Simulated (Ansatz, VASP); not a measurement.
# One calculation of SiO2, two programs

INCAR

```
ALGO     = Normal         # electronic algorithm
EDIFF    = 1E-8           # SCF threshold, eV
ENCUT    = 520            # plane-wave cutoff, eV
GGA      = PS             # functional
ISIF     = 2              # what is computed and relaxed
ISMEAR   = -1             # smearing method
LASPH    = T              # aspherical terms in the spheres
LCHARG   = F              # write CHGCAR
LEFG     = T            
LREAL    = F              # projectors in reciprocal space
LWAVE    = F              # write WAVECAR
NBANDS   = 25             # bands
NELM     = 60             # most SCF steps
PREC     = Accurate       # precision mode
SIGMA    = 0.03           # smearing width, eV
```

File KPOINTS:

```
k-points
0
Gamma
  7 7 7
```

File POSCAR:

```
SiO2
1.0
   -2.3897726436      2.3897726436      3.7687954246
    2.3897726436     -2.3897726436      3.7687954246
    2.3897726436      2.3897726436     -3.7687954246
Si O
2 4
Direct
    0.0000000000      0.0000000000      0.0000000000
    0.7500000000      0.2500000000      0.5000000000
    0.9983800000      0.6250000000      0.8733800000
    0.3750000000      0.2483800000      0.3733800000
    0.7516200000      0.1250000000      0.1266200000
    0.8750000000      0.0016200000      0.6266200000
```

Input for Ansatz:

```yaml
crystal:
  lattice:
    - [-2.3897726436, 2.3897726436, 3.7687954246]
    - [2.3897726436, -2.3897726436, 3.7687954246]
    - [2.3897726436, 2.3897726436, -3.7687954246]
  atoms:
    - { symbol: Si, position: [0.0, 0.0, 0.0] }
    - { symbol: Si, position: [0.75, 0.25, 0.5] }
    - { symbol: O, position: [0.99838, 0.625, 0.87338] }
    - { symbol: O, position: [0.375, 0.24838, 0.37338] }
    - { symbol: O, position: [0.75162, 0.125, 0.12662] }
    - { symbol: O, position: [0.875, 0.00162, 0.62662] }
kpoints:
  mp_grid: { grid: [7, 7, 7] }
scf:
  occupations: { method: fermi_dirac, width: 0.03 }
hamiltonian:
  xc: pbesol
  pseudopotentials: { kind: all_electron, datasets: crystal }
output:
  forces: true
  stress: true
  eigenvalues: true
  efg: { contact_densities: true }
```

Change from the starting cell: volume scaled by 1.02, crystal datasets.

Alike in both runs: task electric field gradients; functional PBEsol; k mesh 7 × 7 × 7; occupations fermi-dirac, width 0.03 eV; no spin polarisation.

|  | VASP | Ansatz |
| --- | --- | --- |
| version | VASP 6.6.1 | Ansatz 0.2.0 |
| potentials or method | VASP PAW PBE potentials, release 64 (Si, O), cutoff 520 eV | all-electron PAW with datasets made for the crystal, scalar-relativistic |

Ansatz gave:

* gap on the k mesh at the Fermi level (eV): 5.85
* pressure (GPa): -2.2
* traceless stress, the component that is largest in VASP (GPa): -1.43
* rms of the force components (eV/Å): 0.121
* size of Vzz on the site where it differs most (V/Å²): 88.1

Task: Which values does VASP return?

Result: gap on the k mesh at the Fermi level (eV): 5.84; pressure (GPa): -1.6; traceless stress, the component that is largest in VASP (GPa): -1.36; rms of the force components (eV/Å): 0.105; size of Vzz on the site where it differs most (V/Å²): 86.6.

VASP's potentials were made for PBE, not for PBEsol. Atom by atom the forces differ by 0.016 eV/Å (rms over components). Ansatz ran all-electron here, and VASP with PAW potentials.
